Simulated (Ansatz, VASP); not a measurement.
In in VASP and in Ansatz

INCAR

```
SYSTEM = In
ALGO = Normal ; EDIFF = 1E-6
ENCUT = 520 ; GGA = PE
ISIF = 2 ; ISMEAR = -1
LASPH = .TRUE. ; LCHARG = .TRUE.
LELF = .TRUE. ; LREAL = .FALSE.
LVHAR = .TRUE. ; LWAVE = .FALSE.
NBANDS = 26 ; NELM = 100
PREC = Accurate ; SIGMA = 0.1
```

The input KPOINTS:

```
k-points
0
G
  8 8 10
  0 0 0
```

File POSCAR:

```
In
1.0
    5.4007920269      0.0000000000      0.0000000000
   -2.7003960135      4.6772230958      0.0000000000
    0.0000000000      0.0000000000      3.3183360954
In
3
Direct
    0.0000000000      0.0000000000      0.0000000000
    0.3333333333      0.6666666667      0.5000000000
    0.6666666667      0.3333333333      0.5000000000
```

Input for Ansatz:

```yaml
crystal:
  lattice:
    - [5.4007920269, 0.0, 0.0]
    - [-2.7003960135, 4.6772230958, 0.0]
    - [0.0, 0.0, 3.3183360954]
  atoms:
    - { symbol: In, position: [0.0, 0.0, 0.0] }
    - { symbol: In, position: [0.3333333333, 0.6666666667, 0.5] }
    - { symbol: In, position: [0.6666666667, 0.3333333333, 0.5] }
kpoints:
  mp_grid: { grid: [8, 8, 10] }
scf:
  occupations: { method: fermi_dirac, width: 0.1 }
hamiltonian:
  xc: pbe
  pseudopotentials: { kind: all_electron, datasets: crystal }
output:
  forces: true
  stress: true
  eigenvalues: true
```

Change from the starting cell: volume scaled by 1, crystal datasets.

Alike in both runs: task single point; functional PBE; k mesh 8 × 8 × 10; occupations fermi-dirac, width 0.1 eV; no spin polarisation.

|  | VASP | Ansatz |
| --- | --- | --- |
| version | VASP 6.6.1 | Ansatz 0.2.0 |
| potentials or method | VASP PAW PBE potentials, release 64 (In_d), cutoff 520 eV | all-electron PAW with datasets made for the crystal, scalar-relativistic |

```csv
,VASP,Ansatz,Ansatz less VASP
pressure (GPa),0.0,0.0,+0.04
```

Ansatz ran all-electron here, and VASP with PAW potentials.
